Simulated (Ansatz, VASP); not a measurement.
Two plane-wave programs on Ba

```xyz
1
Lattice="-2.4362 2.4362 2.4362 2.4362 -2.4362 2.4362 2.4362 2.4362 -2.4362" Properties=species:S:1:pos:R:3 pbc="T T T"
Ba    0.0000    0.0000    0.0000
```

Alike in both runs: functional PBEsol; k mesh 12 × 12 × 12; occupations gaussian, width 0.1 eV; no spin polarisation.

Ansatz relaxed the structure, and its values are those at the end. VASP's run is a single point on that final structure, the one shown.

|  | VASP | Ansatz |
| --- | --- | --- |
| version | VASP 6.6.1 | Ansatz 0.2.0 |
| potentials or method | VASP PAW PBE potentials, release 64 (Ba_sv), cutoff 500 eV | scalar-relativistic, plane waves, PAW |
| valence electrons in the cell | 10 | 10 |

VASP gave:

| Quantity | Value |
| --- | --- |
| gap on the k mesh at the Fermi level (eV) | none |
| pressure (GPa) | 0.1 |

**Question.** Estimate Ansatz's values.

**Answer.** gap on the k mesh at the Fermi level (eV): none; pressure (GPa): 0.0.

VASP's potentials were made for PBE, not for PBEsol. A gap of «none» marks a metal or a gap that the smearing closes. With one functional, cell and mesh, what is left measures potentials, basis and numerics.

Spin-orbit coupling is off throughout.
